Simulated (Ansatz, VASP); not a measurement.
## Two plane-wave programs on TiB2

```xyz
3
Lattice="2.9947 0.0000 0.0000 -1.4974 2.5935 0.0000 0.0000 0.0000 3.1567" Properties=species:S:1:pos:R:3 pbc="T T T"
Ti    0.0000    0.0000    0.0000
B     0.0000    1.7290    1.5784
B     1.4974    0.8645    1.5784
```

Alike in both runs: functional LDA; k mesh 9 × 9 × 6; occupations gaussian, width 0.1 eV; no spin polarisation.

Ansatz relaxed the structure, and its values are those at the end. VASP's run is a single point on that final structure, the one shown.

```csv
,VASP,Ansatz
version,VASP 6.6.1,Ansatz 0.2.0
potentials or method,"VASP PAW LDA potentials, release 64 (Ti_sv, B), cutoff 520 eV","scalar-relativistic, plane waves, PAW"
valence electrons in the cell,18,18
```

|  | VASP | Ansatz | Ansatz less VASP |
| --- | --- | --- | --- |
| gap on the k mesh at the Fermi level (eV) | none | none | - |
| pressure (GPa) | 0.7 | 0.0 | -0.67 |

Ansatz warns that its potentials were made for another functional, while VASP's fit it. LDA's correlation is that of Perdew and Zunger in VASP and of Perdew and Wang (1992) in Ansatz. A gap of «none» marks a metal or a gap that the smearing closes.
